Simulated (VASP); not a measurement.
# Ti (I4/mmm) in VASP: single point with PBE

Aim: the single point of Ti with PBE.

Program: VASP 6.6.1. These are calculated values, not measurements. Logs are shortened: lines on timing, memory, paths and dates and some standing lists are left out, and cuts for length are marked.

### Step 1. The cell of the first run

Symmetry: I4/mmm, No. 139, tetragonal system. The conventional cell has a = 3.182 Å, b = 3.182 Å, c = 3.570 Å, α = 90.00°, β = 90.00°, γ = 90.00°. Within 3.8 Å of Ti (site symmetry 4/mmm) lie 14 Ti at 2.87 to 3.57 Å.

### Step 2. Single point, PBE (18.07 Å³/atom)

The input, INCAR:

```
ALGO = Fast
EDIFF = 1E-7
ENCUT = 520
GGA = PE
ISIF = 2
ISMEAR = 0
LASPH = True
LCHARG = True
LELF = True
LREAL = False
LVHAR = True
LWAVE = False
NBANDS = 12
NELM = 60
PREC = Accurate
SIGMA = 0.15
```

The input, KPOINTS:

```
k-points
0
Gamma
  20 20 20
```

The input, POSCAR:

```
Ti
1.0
    0.0000000000      2.2501623768      1.7848287973
    2.2501623768      0.0000000000      1.7848287973
    2.2501623768      2.2501623768      0.0000000000
Ti
1
Direct
    0.0000000000      0.0000000000      0.0000000000
```

Potentials or basis: VASP PAW PBE potentials, release 64 (Ti_sv).

Started as:

```console
$ cat potpaw_PBE.64/Ti_sv/POTCAR > POTCAR
$ mpirun -np 1 vasp_std > vasp.out
```

OUTCAR:

```text
EDIFF = 1E-7
   ENCUT = 520
   GGA = PE
   ISIF = 2
   ISMEAR = 0
   LASPH = True
   LREAL = False
   NELM = 60
   PREC = Accurate

 ion  position               nearest neighbor table
   1  0.000  0.000  0.000-

  LATTYP: Found a body centered tetragonal cell.
 ALAT       =     3.1822101508
 C/A-ratio  =     1.1217541977

  Lattice vectors:

 A1 = (   0.0000000000,  -2.2501623768,  -1.7848287973)
 A2 = (   0.0000000000,   2.2501623768,  -1.7848287973)
 A3 = (   2.2501623768,   0.0000000000,   1.7848287973)

Analysis of symmetry for initial positions (statically):
=====================================================================
 Subroutine PRICEL returns:
 Original cell was already a primitive cell.

 Routine SETGRP: Setting up the symmetry group for a
 body centered tetragonal supercell.

 Subroutine GETGRP returns: Found 16 space group operations
 (whereof 16 operations were pure point group operations)
 out of a pool of 16 trial point group operations.

The static configuration has the point symmetry D_4h.

Analysis of symmetry for dynamics (positions and initial velocities):
=====================================================================
 Subroutine PRICEL returns:
 Original cell was already a primitive cell.

 Routine SETGRP: Setting up the symmetry group for a
 body centered tetragonal supercell.

 Subroutine GETGRP returns: Found 16 space group operations
 (whereof 16 operations were pure point group operations)
 out of a pool of 16 trial point group operations.

The dynamic configuration has the point symmetry D_4h.

 Subroutine INISYM returns: Found 16 space group operations
 (whereof 16 operations are pure point group operations),
 and found     1 'primitive' translations

----------------------------------------------------------------------------------------

                                     Primitive cell

  volume of cell :      18.0740

  direct lattice vectors                    reciprocal lattice vectors
     0.000000000  2.250162377  1.784828797    -0.222206186  0.222206186  0.280138913
     2.250162377  0.000000000  1.784828797     0.222206186 -0.222206186  0.280138913
     2.250162377  2.250162377  0.000000000     0.222206186  0.222206186 -0.280138913

  length of vectors
     2.872080180  2.872080180  3.182210151     0.420985735  0.420985735  0.420985735

  position of ions in fractional coordinates (direct lattice)
     0.000000000  0.000000000  0.000000000

  ion indices of the primitive-cell ions
   primitive index   ion index
                 1           1

[... 83 lines left out ...]
   NUPDOWN=      -1.0000    fix difference up-down
   EMIN   =  10.00;   EMAX   =-10.00  energy-range for DOS
   EFERMI =   0.00;   METHOD = LEGACY
   ISMEAR =     0;   SIGMA  =   0.15  broadening in eV -4-tet -1-fermi 0-gaus
   EFERMI_NEDOS =   21; number of points for ismear=-14 and -15
   IALGO  =     68    algorithm
   IMIX   =      4    mixing-type and parameters
     AMIX     =   0.40;   BMIX     =  1.00
     AMIX_MAG =   1.60;   BMIX_MAG =  1.00
  volume/ion in A,a.u.               =      18.07       121.97
  Fermi-wavevector in a.u.,A,eV,Ry     =   1.428183  2.698874 27.751889  2.039706
  Thomas-Fermi vector in A             =   2.548272
   LORBIT       =      0    0 simple, 1 ext, 2 COOP (PROOUT), +10 PAW based schemes
   GGA     = PE    functional components
   LHFCALC =     F    Hartree Fock is set to
   AEXX    =    0.0000 exact exchange contribution
   IVDW    =     0    specifies the selected vdW correction
   LEPSILON=     F    determine dielectric tensor
   LRPA    =     F    only Hartree local field effects (RPA)
 non-spin polarized calculation
 RMM-DIIS sequential band-by-band and
 Gauss-broadening in eV      SIGMA  =   0.15
  energy-cutoff  :      520.00
  volume of cell :       18.07
 maximum number of plane-waves:       500
 NGX is ok and might be reduce to    24
   NGX = 11   NGY = 11   NGZ = 11

 number of electron      12.0000001 magnetization

 Free energy of the ion-electron system (eV)
  ---------------------------------------------------
  ext. energy  EPLUGINS =         0.00000000
  ---------------------------------------------------
  free energy    TOTEN  =        -7.73615416 eV

  energy without entropy =       -7.70761359  energy(sigma->0) =       -7.72188388

 E-fermi :   7.7143     XC(G=0): -11.3101

 val. band max:        7.7083793256   @ k =  -0.4000   0.3500   0.2000
 cond. band min:       7.7167986517   @ k =  -0.3500   0.3000   0.2000
 fundamental gap:      0.0084193261
 Fermi energy:         7.7142669224

 k-point     1 :       0.0000    0.0000    0.0000
  band No.  band energies     occupation
      1     -48.9549      2.00000
      2     -24.8573      2.00000
      3     -24.8573      2.00000
      4     -24.8472      2.00000
      5       1.8134      2.00000
      6       8.4469      0.00000
      7       8.4469      0.00000
      8       9.1485      0.00000
      9       9.7920      0.00000
     10      10.5898      0.00000
     11      23.7007      0.00000
     12      25.5044      0.00000
[... 331 lines left out ...]
 k-point    24 :      -0.3500    0.0500    0.0000
  band No.  band energies     occupation
      1     -48.8659      2.00000
      2     -25.3314      2.00000
      3     -24.9885      2.00000
      4     -24.8700      2.00000
      5       4.8289      2.00000
      6       7.8670      0.14986
      7       7.9168      0.05624
      8       9.6214      0.00000
      9      10.7546      0.00000
     10      10.8493      0.00000
     11      17.8481      0.00000
     12      22.1608      0.00000

 [... further k-points ...]

------------------------ aborting loop because EDIFF is reached ----------------------------------------

  FORCE on cell =-STRESS in cart. coord.  units (eV):
  Direction    XX          YY          ZZ          XY          YZ          ZX
  --------------------------------------------------------------------------------------
  -------------------------------------------------------------------------------------
  Total       -0.5929477     -0.5929477     -0.3089677      0.0000000     -0.0000000     -0.0000000
  in kB      -52.5620995    -52.5620995    -27.3885713      0.0000000     -0.0000000     -0.0000000
  external PRESSURE =     -44.1709235 kB  Pullay stress =       0.0000000 kB

 VOLUME and BASIS-vectors are now :
 -----------------------------------------------------------------------------
  energy-cutoff  :      520.00
  volume of cell :       18.07
      direct lattice vectors                 reciprocal lattice vectors
     0.000000000  2.250162377  1.784828797    -0.222206186  0.222206186  0.280138913
     2.250162377  0.000000000  1.784828797     0.222206186 -0.222206186  0.280138913
     2.250162377  2.250162377  0.000000000     0.222206186  0.222206186 -0.280138913

 POSITION                                       TOTAL-FORCE (eV/Angst)
 -----------------------------------------------------------------------------------
      0.00000      0.00000      0.00000        -0.000000      0.000000      0.000000
 -----------------------------------------------------------------------------------
    total drift:                               -0.000000      0.000000      0.000000

  FREE ENERGIE OF THE ION-ELECTRON SYSTEM (eV)
  ---------------------------------------------------
  free  energy   TOTEN  =        -7.7361541643 eV

  energy  without entropy=       -7.7076135939  energy(sigma->0) =       -7.72188388
```

stdout:

```text
POSCAR found type information on POSCAR Ti
 POSCAR found :  1 types and       1 ions
 scaLAPACK will be used
 LDA part: xc-table for (Slater+PW92), standard interpolation
 POSCAR, INCAR and KPOINTS ok, starting setup
 FFT: planning ... GRIDC
 FFT: planning ... GRID_SOFT
 FFT: planning ... GRID
 WAVECAR not read
 entering main loop
WARNING in EDDRMM: call to ZHEGV failed, returncode =   6  3      8
WARNING in EDDRMM: call to ZHEGV failed, returncode =   8  4      5
WARNING in EDDRMM: call to ZHEGV failed, returncode =   8  4     12
WARNING in EDDRMM: call to ZHEGV failed, returncode =   6  3     12
WARNING in EDDRMM: call to ZHEGV failed, returncode =   6  3     10
WARNING in EDDRMM: call to ZHEGV failed, returncode =   6  3     10
WARNING in EDDRMM: call to ZHEGV failed, returncode =   8  4      6
WARNING in EDDRMM: call to ZHEGV failed, returncode =   6  3      6
WARNING in EDDRMM: call to ZHEGV failed, returncode =   8  4      7
WARNING in EDDRMM: call to ZHEGV failed, returncode =   8  4     10
[... 45 lines left out ...]
WARNING in EDDRMM: call to ZHEGV failed, returncode =   6  3      6
WARNING in EDDRMM: call to ZHEGV failed, returncode =   6  3     10
WARNING in EDDRMM: call to ZHEGV failed, returncode =   8  4      5
WARNING in EDDRMM: call to ZHEGV failed, returncode =   6  3      5
WARNING in EDDRMM: call to ZHEGV failed, returncode =   6  3      6
WARNING in EDDRMM: call to ZHEGV failed, returncode =   6  3      6
WARNING in EDDRMM: call to ZHEGV failed, returncode =   6  3      8
WARNING in EDDRMM: call to ZHEGV failed, returncode =   8  4     10
WARNING in EDDRMM: call to ZHEGV failed, returncode =   6  3     10
WARNING in EDDRMM: call to ZHEGV failed, returncode =   8  4     10
```

Wall time 10 min (1 thread of AMD EPYC 7R43 (Zen 3), shared host); peak memory 0.21 GiB.

What came out:

```yaml
Free_energy: -7.7362 eV
Pressure: -4.4 GPa
Band_gap_on_the_k_mesh: zero (bands 6 and 7 overlap by 1.49 eV)
```

Stress tensor (GPa, compression positive):
```
-5.26  0.00  0.00
 0.00 -5.26  0.00
 0.00  0.00 -2.74
```

Caveat: the cell stands under tension.
